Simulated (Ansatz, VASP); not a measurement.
**NaHF2 in VASP and in Ansatz**

INCAR

```
SYSTEM = NaHF2
  PREC = Accurate
  ENCUT = 520
  EDIFF = 1E-6
  ISMEAR = -1
  SIGMA = 0.02
  LREAL = .FALSE.
  LASPH = .TRUE.
  NELM = 60
  ALGO = Normal
  ISIF = 2
  LWAVE = .FALSE.
  LCHARG = .FALSE.
  NBANDS = 19
```

Contents of KPOINTS:

```
Automatic mesh
0
G
  10 10 10
  0 0 0
```

The input POSCAR:

```
NaHF2
1.0
    1.7284452171      0.9979183114      4.6388706988
   -1.7284452171      0.9979183114      4.6388706988
    0.0000000000     -1.9958366228      4.6388706988
Na H F
1 1 2
Direct
    0.0000000000      0.0000000000      0.0000000000
    0.5000000000      0.5000000000      0.5000000000
    0.4100000000      0.4100000000      0.4100000000
    0.5900000000      0.5900000000      0.5900000000
```

Input for Ansatz:

```yaml
crystal:
  lattice:
    - [1.7284452171, 0.9979183114, 4.6388706988]
    - [-1.7284452171, 0.9979183114, 4.6388706988]
    - [0.0, -1.9958366228, 4.6388706988]
  atoms:
    - { symbol: Na, position: [0.0, 0.0, 0.0] }
    - { symbol: H, position: [0.5, 0.5, 0.5] }
    - { symbol: F, position: [0.41, 0.41, 0.41] }
    - { symbol: F, position: [0.59, 0.59, 0.59] }
kpoints:
  mp_grid: { grid: [10, 10, 10] }
  band_path:
    path:
      - [0.0, 0.0, 0.0]
      - [0.5, 0.5, 0.5]
      - [0.8024819821, 0.1975180179, 0.5]
      - [0.5, -0.1975180179, 0.1975180179]
      - [0.5, 0.0, 0.0]
      - [0.0, 0.0, 0.0]
      - [0.3487590089, -0.3487590089, 0.0]
      - [0.6512409911, 0.0, 0.3487590089]
      - [0.5, 0.0, 0.5]
    npoints: 14
scf:
  occupations: { method: fermi_dirac, width: 0.02 }
hamiltonian:
  xc: lda
  pseudopotentials: { kind: all_electron, lapw: { basis_error: 0.001 } }
output:
  forces: true
  stress: true
  eigenvalues: true
  fatbands: true
  populations: true
  dos: { projected: true, de: 0.2, e_range: [-14, 8] }
```

Alike in both runs: task single point; functional LDA; k mesh 10 × 10 × 10; occupations fermi-dirac, width 0.02 eV; no spin polarisation.

```csv
,VASP,Ansatz
version,VASP 6.6.1,Ansatz 0.2.0
potentials or method,"VASP PAW LDA potentials, release 64 (Na_pv, H, F), cutoff 520 eV","all-electron LAPW, scalar-relativistic"
```

|  | VASP | Ansatz | Ansatz less VASP |
| --- | --- | --- | --- |
| gap on the k mesh at the Fermi level (eV) | 6.32 | 6.35 | +0.024 |
| pressure (GPa) | -7.0 | -7.0 | +0.05 |
| traceless stress, the component that is largest in VASP (GPa) | -10.84 | -11.21 | -0.368 |
| rms of the force components (eV/Å) | 0.867 | 0.887 | +0.0196 |

LDA's correlation is that of Perdew and Zunger in VASP and of Perdew and Wang (1992) in Ansatz. Atom by atom the forces differ by 0.020 eV/Å (rms over components). Ansatz ran all-electron here, and VASP with PAW potentials.
